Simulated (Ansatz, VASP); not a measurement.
Si4O in VASP and in Ansatz

INCAR

```
PREC     = Accurate       # precision mode
ENCUT    = 600            # plane-wave cutoff, eV
EDIFF    = 1E-6           # SCF threshold, eV
ISMEAR   = 0              # smearing method
SIGMA    = 0.1            # smearing width, eV
LREAL    = F              # projectors in reciprocal space
LASPH    = T              # aspherical terms in the spheres
NELM     = 100            # most SCF steps
ALGO     = Normal         # electronic algorithm
ISIF     = 3              # what is computed and relaxed
LWAVE    = F              # write WAVECAR
LCHARG   = F              # write CHGCAR
GGA      = PE             # functional
IBRION   = 2              # ionic algorithm
NSW      = 90             # ionic steps
EDIFFG   = -0.04          # ionic threshold
```

KPOINTS

```
Automatic mesh
0
Gamma
  4 4 4
```

File POSCAR:

```
Si4O
1.0
   -2.8002321900      2.8002321900      2.8002321900
    2.8002321900     -2.8002321900      2.8002321900
    2.8002321900      2.8002321900     -2.8002321900
Si O
4 1
Direct
    0.3495999900      0.3495999900      0.3495999900
    0.6504000100      0.0000000000      0.0000000000
    0.0000000000      0.0000000000      0.6504000100
    0.0000000000      0.6504000100      0.0000000000
    0.0000000000      0.0000000000      0.0000000000
```

Input for Ansatz:

```yaml
crystal:
  lattice:
    - [-2.80023219, 2.80023219, 2.80023219]
    - [2.80023219, -2.80023219, 2.80023219]
    - [2.80023219, 2.80023219, -2.80023219]
  atoms:
    - { symbol: Si, position: [0.34959999, 0.34959999, 0.34959999] }
    - { symbol: Si, position: [0.65040001, 0.0, 0.0] }
    - { symbol: Si, position: [0.0, 0.0, 0.65040001] }
    - { symbol: Si, position: [0.0, 0.65040001, 0.0] }
    - { symbol: O, position: [0.0, 0.0, 0.0] }
basis:
  ecutwfc: 420
kpoints:
  mp_grid: { grid: [4, 4, 4] }
hamiltonian:
  xc: pbe
scf:
  occupations: { method: gaussian, width: 0.1 }
  lower_state_search: "off"
output:
  forces: true
  stress: true
  eigenvalues: true
relax:
  adjacent_minimum: "off"
  f_tol: 0.04
  max_steps: 70
  cell: { stress_tol: 0.4 }
```

Change from the starting cell: species swapped into the GeF4 type (I-43m, No. 217).

Alike in both runs: task relaxation of cell and atoms; functional PBE; k mesh 4 × 4 × 4; occupations gaussian, width 0.1 eV; no spin polarisation.

|  | VASP | Ansatz |
| --- | --- | --- |
| version | VASP 6.6.1 | Ansatz 0.2.0 |
| potentials or method | VASP PAW PBE potentials, release 64 (Si, O), cutoff 600 eV | scalar-relativistic, plane waves, PAW |
| valence electrons in the cell | 22 | 22 |

```tsv
	VASP	Ansatz	Ansatz less VASP
gap on the k mesh at the Fermi level, each at its own relaxed structure (eV)	none	none	-
relaxed volume (Å³/atom)	15.45	15.49	+0.048
relaxed cell length with the largest relative difference (Å)	4.647	4.651	+0.0048
```

A gap of «none» marks a metal or a gap that the smearing closes.

The k mesh is coarse, so the values compare programs but aren't converged.
